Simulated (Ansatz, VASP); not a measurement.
One calculation of CdSe, two programs

```
Cd Se
1.0
     0.00000    2.68928    2.68928
     2.68928    0.00000    2.68928
     2.68928    2.68928    0.00000
Cd Se
1 1
Cartesian
  0.0000 0.0000 0.0000
  2.6893 2.6893 2.6893
```

Alike in both runs: task relaxation of cell and atoms; functional PBE; k mesh 13 × 13 × 13; occupations fermi-dirac, width 0.05 eV; no spin polarisation.

|  | VASP | Ansatz |
| --- | --- | --- |
| version | VASP 6.6.1 | Ansatz 0.2.0 |
| potentials or method | VASP PAW PBE potentials, release 64 (Cd, Se) | PAW with Ansatz's default frozen-core files, scalar-relativistic |
| plane-wave cutoff (eV) | 600 | 420 |
| valence electrons in the cell | 18 | 36 |

```csv
,VASP,Ansatz,Ansatz less VASP
relaxed volume (Å³/atom),23.73,23.62,-0.107
relaxed length of the cell vector where the two differ most in proportion (Å),4.064,4.058,-0.0061
```

VASP's potentials hold 18 valence electrons a cell and Ansatz's 36, so a difference there can come from the potentials and not from the codes.

Noted on VASP's run: the volume moved by over 15 % at a fixed basis, so the end points are rough.
